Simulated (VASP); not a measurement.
# Si2W (I4/mmm) in VASP: notebook, part 2 of 2

VASP 6.6.1. Earlier steps stand in the parts before.

### 5 Single point, r2SCAN

This run uses another cell than the first one, of 13.43 Å³/atom, 0.996 times its volume.

POSCAR

```
Si2W
1.0
   -1.6062818100      1.6062818100      3.9027859900
    1.6062818100     -1.6062818100      3.9027859900
    1.6062818100      1.6062818100     -3.9027859900
Si W
2 1
Direct
    0.3348909700      0.3348909700      0.0000000000
    0.6651090300      0.6651090300      0.0000000000
    0.0000000000      0.0000000000      0.0000000000
```

INCAR.step1

```
SYSTEM = Si2W
PREC = Accurate
ENCUT = 520
ISMEAR = -1
SIGMA = 0.1
LREAL = .FALSE.
LASPH = .TRUE.
NELM = 80
NBANDS = 18
GGA = PE
ALGO = Normal
EDIFF = 1E-4
LWAVE = .TRUE.
LCHARG = .FALSE.
```

INCAR.step2

```
SYSTEM = Si2W
PREC = Accurate
ENCUT = 520
EDIFF = 1E-6
ISMEAR = -1
SIGMA = 0.1
LREAL = .FALSE.
LASPH = .TRUE.
NELM = 80
ALGO = Normal
ISIF = 2
LWAVE = .FALSE.
LCHARG = .FALSE.
METAGGA = R2SCAN
LMIXTAU = .TRUE.
NBANDS = 18
ISTART = 1
```

KPOINTS

```
Automatic mesh
0
G
  13 13 13
  0 0 0
```

The run is started by

```sh
cat potpaw_PBE.64/Si/POTCAR potpaw_PBE.64/W_sv/POTCAR > POTCAR
cp INCAR.step1 INCAR
mpirun -np 1 vasp_std > vasp.out
cp INCAR.step2 INCAR
mpirun -np 1 vasp_std > vasp.out
```

It took 9.4 min on 1 thread of Intel Xeon 6975P-C, shared host; peak memory 0.31 GiB.

It converged, with:

```
Free energy            : -69.8191 eV
Pressure               : 0.1 GPa
Largest force          : 0.020 eV/Å
Band gap on the k mesh : zero (band 11 reaches 12.69 eV, above the bottom of band 12 at 11.47 eV)
```

Forces on the atoms (eV/Å):
```
Si   0.000  0.000 -0.020
Si   0.000  0.000  0.020
W    0.000  0.000  0.000
```

Stress tensor (GPa, compression positive):
```
 0.15  0.00  0.00
 0.00  0.15  0.00
 0.00  0.00 -0.01
```

Levels at points of the mesh, in eV from the Fermi level:
```tsv
k point	band 9	band 10	band 11	band 12	band 13	band 14
(0.00, 0.00, 0.00)	-3.06	-3.06	0.58	3.02	3.16	3.17
```

Caveat: the PAW data sets were made with another functional, which shifts forces and pressure a little; spin-orbit coupling is left out, which moves the levels of the heavy elements.

### 6 Single point, r2SCAN

This run uses another cell than the first one, of 13.43 Å³/atom, 0.996 times its volume.

POSCAR

```
Si2W
1.0
   -1.6062818100      1.6062818100      3.9027859900
    1.6062818100     -1.6062818100      3.9027859900
    1.6062818100      1.6062818100     -3.9027859900
Si W
2 1
Direct
    0.3348162483      0.3348162483      0.0000000000
    0.6651837517      0.6651837517      0.0000000000
    0.0000000000      0.0000000000      0.0000000000
```

INCAR.step1

```
SYSTEM = Si2W
  PREC = Accurate
  ENCUT = 520
  ISMEAR = -1
  SIGMA = 0.1
  LREAL = .FALSE.
  LASPH = .TRUE.
  NELM = 60
  NBANDS = 18
  GGA = PE
  ALGO = Normal
  EDIFF = 1E-4
  LWAVE = .TRUE.
  LCHARG = .FALSE.
```

INCAR.step2

```
SYSTEM = Si2W
  PREC = Accurate
  ENCUT = 520
  EDIFF = 1E-7
  ISMEAR = -1
  SIGMA = 0.1
  LREAL = .FALSE.
  LASPH = .TRUE.
  NELM = 60
  ALGO = Normal
  ISIF = 2
  LWAVE = .FALSE.
  LCHARG = .TRUE.
  METAGGA = R2SCAN
  LMIXTAU = .TRUE.
  LELF = .TRUE.
  LVHAR = .TRUE.
  NBANDS = 18
  ISTART = 1
```

KPOINTS

```
regular mesh
0
G
  13 13 13
  0 0 0
```

Potentials or basis: VASP PAW PBE potentials, release 64 (Si, W_sv).

The run is started by

```sh
cat potpaw_PBE.64/Si/POTCAR potpaw_PBE.64/W_sv/POTCAR > POTCAR
cp INCAR.step1 INCAR
mpirun -np 1 vasp_std > vasp.out
cp INCAR.step2 INCAR
mpirun -np 1 vasp_std > vasp.out
```

OUTCAR:

```text
SYSTEM = Si2W
   PREC = Accurate
   ENCUT = 520
   EDIFF = 1E-7
   ISMEAR = -1
   LREAL = .FALSE.
   LASPH = .TRUE.
   NELM = 60
   ISIF = 2
   METAGGA = R2SCAN
   ISTART = 1

 ion  position               nearest neighbor table
   1  0.335  0.335  0.000-   2 2.58   3 2.61   3 2.61   3 2.61   3 2.61   3 2.61   2 2.63   2 2.63
                             2 2.63   2 2.63
   2  0.665  0.665  0.000-   1 2.58   3 2.61   3 2.61   3 2.61   3 2.61   3 2.61   1 2.63   1 2.63
                             1 2.63   1 2.63
   3  0.000  0.000  0.000-   2 2.61   2 2.61   2 2.61   1 2.61   2 2.61   1 2.61   1 2.61   1 2.61
                             1 2.61   2 2.61

[... 697 lines left out ...]
 [... further k-points ...]
[... 5 lines left out ...]
  --------------------------------------------------------------------------------------
  -------------------------------------------------------------------------------------
  Total        0.0316042      0.0316042     -0.0090671      0.0000000      0.0000000     -0.0000000
  in kB        1.2571228      1.2571228     -0.3606633      0.0000000      0.0000000     -0.0000000
  external PRESSURE =       0.7178608 kB  Pullay stress =       0.0000000 kB

 VOLUME and BASIS-vectors are now :
 -----------------------------------------------------------------------------
  energy-cutoff  :      520.00
  volume of cell :       40.28
      direct lattice vectors                 reciprocal lattice vectors
    -1.606281810  1.606281810  3.902785990     0.000000000  0.311277882  0.128113609
     1.606281810 -1.606281810  3.902785990     0.311277882  0.000000000  0.128113609
     1.606281810  1.606281810 -3.902785990     0.311277882  0.311277882  0.000000000

 POSITION                                       TOTAL-FORCE (eV/Angst)
 -----------------------------------------------------------------------------------
      0.00000      0.00000      2.61343         0.000000     -0.000000     -0.007710
      0.00000      0.00000      5.19214        -0.000000     -0.000000      0.007710
      0.00000      0.00000      0.00000         0.000000      0.000000      0.000000
 -----------------------------------------------------------------------------------
    total drift:                               -0.000000     -0.000000     -0.000000

  FREE ENERGIE OF THE ION-ELECTRON SYSTEM (eV)
  ---------------------------------------------------
  free  energy   TOTEN  =       -69.8190919400 eV

  energy  without entropy=      -69.8111447223  energy(sigma->0) =      -69.81511833
```

OUTCAR.step1:

```text
SYSTEM = Si2W
   PREC = Accurate
   ENCUT = 520
   ISMEAR = -1
   LREAL = .FALSE.
   LASPH = .TRUE.
   NELM = 60
[... 731 lines left out ...]
      0.00000      0.00000      2.61343         0.000000      0.000000     -0.097836
      0.00000      0.00000      5.19214        -0.000000     -0.000000      0.097836
      0.00000      0.00000      0.00000        -0.000000     -0.000000     -0.000000
 -----------------------------------------------------------------------------------
    total drift:                               -0.000000     -0.000000     -0.000000

  FREE ENERGIE OF THE ION-ELECTRON SYSTEM (eV)
  ---------------------------------------------------
  free  energy   TOTEN  =       -24.8082672819 eV

  energy  without entropy=      -24.7983400088  energy(sigma->0) =      -24.80330365
```

Run time: 12 min. Hardware: 1 thread of Intel Xeon 6975P-C, shared host; peak memory 0.31 GiB.

Results:

| Quantity | Value |
| --- | --- |
| Free energy | -69.8191 eV |
| Pressure | 0.1 GPa |
| Largest force | 0.008 eV/Å |
| Band gap on the k mesh | zero (band 11 reaches 12.69 eV, above the bottom of band 12 at 11.47 eV) |

Forces in eV/Å, atoms in the order of the input:
```
Si   0.000  0.000 -0.008
Si   0.000  0.000  0.008
W    0.000  0.000  0.000
```

Levels at points of the mesh, in eV from the Fermi level:
```tsv
k point	band 8	band 9	band 10	band 11	band 12	band 13	band 14	band 15
(0.00, 0.00, 0.00)	-3.41	-3.07	-3.07	0.58	3.02	3.16	3.17	3.17
```

Caveat: the PAW data sets were made with another functional, which shifts forces and pressure a little; spin-orbit coupling is left out, which moves the levels of the heavy elements.

### 7 Single point, r2SCAN

This run uses another cell than the first one, of 13.69 Å³/atom, 1.016 times its volume.

POSCAR

```
Si2W
1.0
   -1.6169197500      1.6169197500      3.9286330100
    1.6169197500     -1.6169197500      3.9286330100
    1.6169197500      1.6169197500     -3.9286330100
Si W
2 1
Direct
    0.3351472417      0.3351472417      0.0000000000
    0.6648527583      0.6648527583      0.0000000000
    0.0000000000      0.0000000000      0.0000000000
```

INCAR.step1

```
SYSTEM = Si2W
PREC = Accurate
ENCUT = 520
ISMEAR = -1
SIGMA = 0.1
LREAL = .FALSE.
LASPH = .TRUE.
NELM = 100
NBANDS = 18
GGA = PE
ALGO = Normal
EDIFF = 1E-4
LWAVE = .TRUE.
LCHARG = .FALSE.
```

INCAR.step2

```
SYSTEM = Si2W
PREC = Accurate
ENCUT = 520
EDIFF = 1E-6
ISMEAR = -1
SIGMA = 0.1
LREAL = .FALSE.
LASPH = .TRUE.
NELM = 100
ALGO = Normal
ISIF = 2
LWAVE = .FALSE.
LCHARG = .FALSE.
METAGGA = R2SCAN
LMIXTAU = .TRUE.
NBANDS = 18
ISTART = 1
```

KPOINTS is that of step 6.

The run is started by

```sh
cat potpaw_PBE.64/Si/POTCAR potpaw_PBE.64/W_sv/POTCAR > POTCAR
cp INCAR.step1 INCAR
mpirun -np 1 vasp_std > vasp.out
cp INCAR.step2 INCAR
mpirun -np 1 vasp_std > vasp.out
```

Run time: 9.5 min. Hardware: 1 thread of Intel Xeon 6975P-C, shared host; peak memory 0.32 GiB.

Results (log left out):

```
Free energy            : -69.8082 eV
Pressure               : -4.4 GPa
Band gap on the k mesh : zero (band 11 reaches 12.38 eV, above the bottom of band 12 at 11.20 eV)
```

Stress tensor (GPa, compression positive):
```
-4.09  0.00  0.00
 0.00 -4.09  0.00
 0.00  0.00 -4.93
```

Levels at points of the mesh, in eV from the Fermi level:
```tsv
k point	band 9	band 10	band 11	band 12	band 13	band 14
(0.00, 0.00, 0.00)	-3.00	-3.00	0.56	2.90	3.10	3.10
```

Caveat: the PAW data sets were made with another functional, which shifts forces and pressure a little; spin-orbit coupling is left out, which moves the levels of the heavy elements.

### 8 Summary

```tsv
task	cell	k mesh	cutoff (eV)	gap on the mesh (eV)	pressure (GPa)	largest force (eV/Å)
relaxation of cell and atoms	relaxed from a = 4.527 Å, angles 138.4, 138.4, 60.3°, 3 atoms	10 × 10 × 10	600	none	0.0	0.01
single point	a = 4.455 Å, angles 138.3, 138.3, 60.4°, 3 atoms	13 × 13 × 13	520	none	10.6	0.01
single point	a = 4.485 Å, angles 138.3, 138.3, 60.4°, 3 atoms	13 × 13 × 13	520	none	5.0	0.01
single point	a = 4.516 Å, angles 138.3, 138.3, 60.4°, 3 atoms	13 × 13 × 13	520	none	0.1	0.01
single point	a = 4.546 Å, angles 138.3, 138.3, 60.4°, 3 atoms	13 × 13 × 13	520	none	-4.4	-
```

Alike in all rows: level r2SCAN; potentials or basis VASP PAW PBE potentials, release 64 (Si, W_sv); no spin polarisation; smearing fermi-dirac 0.1 eV.

Caveats: the PAW data sets were made with another functional, which shifts forces and pressure a little; spin-orbit coupling is left out, which moves the levels of the heavy elements.

Total energies depend on the potentials used, so only differences within one code and one set of settings carry meaning.
